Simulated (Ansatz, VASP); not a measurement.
# In2S in VASP and in Ansatz

INCAR

```
ALGO = Normal
EDIFF = 1E-7
ENCUT = 520
GGA = PE
ISIF = 2
ISMEAR = 0
LASPH = True
LCHARG = True
LELF = True
LREAL = False
LVHAR = True
LWAVE = False
NBANDS = 23
NELM = 60
PREC = Accurate
SIGMA = 0.1
```

The input KPOINTS:

```
k-points
0
Gamma
  12 12 10
```

POSCAR

```
In2S
1.0
    3.9431304016      0.0000000000      0.0000000000
    0.0000000000      3.9431304016      0.0000000000
    0.0000000000      0.0000000000      5.4326040988
In S
2 1
Direct
    0.5000000000      0.0000000000      0.6609598516
    0.0000000000      0.5000000000      0.3390401484
    0.0000000000      0.0000000000      0.0000000000
```

Input for Ansatz:

```yaml
crystal:
  lattice:
    - [3.9431304016, 0.0, 0.0]
    - [0.0, 3.9431304016, 0.0]
    - [0.0, 0.0, 5.4326040988]
  atoms:
    - { symbol: In, position: [0.5, 0.0, 0.6609598516] }
    - { symbol: In, position: [0.0, 0.5, 0.3390401484] }
    - { symbol: S, position: [0.0, 0.0, 0.0] }
basis:
  ecutwfc: 420
kpoints:
  mp_grid: { grid: [12, 12, 10] }
  band_path:
    path:
      - [[0.0, 0.0, 0.0], [0.0, 0.5, 0.0], [0.5, 0.5, 0.0], [0.0, 0.0, 0.0], [0.0, 0.0, 0.5], [0.0, 0.5, 0.5], [0.5, 0.5, 0.5], [0.0, 0.0, 0.5]]
      - [[0.0, 0.5, 0.0], [0.0, 0.5, 0.5]]
      - [[0.5, 0.5, 0.0], [0.5, 0.5, 0.5]]
    npoints: 14
hamiltonian:
  xc: pbe
scf:
  occupations: { method: gaussian, width: 0.1 }
  n_extra_bands: 7
output:
  forces: true
  stress: true
  eigenvalues: true
  populations: true
  dos: { projected: true, de: 0.02, nscf_kmesh: { grid: [15, 15, 12] } }
  bader: true
  write_density: true
  write_potential: true
  elf: true
  volumetric_format: npy
```

Alike in both runs: task single point; functional PBE; k mesh 12 × 12 × 10; occupations gaussian, width 0.1 eV; no spin polarisation.

|  | VASP | Ansatz |
| --- | --- | --- |
| version | VASP 6.6.1 | Ansatz 0.2.0 |
| potentials or method | VASP PAW PBE potentials, release 64 (In_d, S), cutoff 520 eV | scalar-relativistic, plane waves, PAW |
| valence electrons in the cell | 32 | 32 |

|  | VASP | Ansatz | Ansatz less VASP |
| --- | --- | --- | --- |
| gap on the k mesh at the Fermi level (eV) | none | none | - |
| pressure (GPa) | 0.0 | 0.0 | +0.03 |

A gap of «none» marks a metal or a gap that the smearing closes.
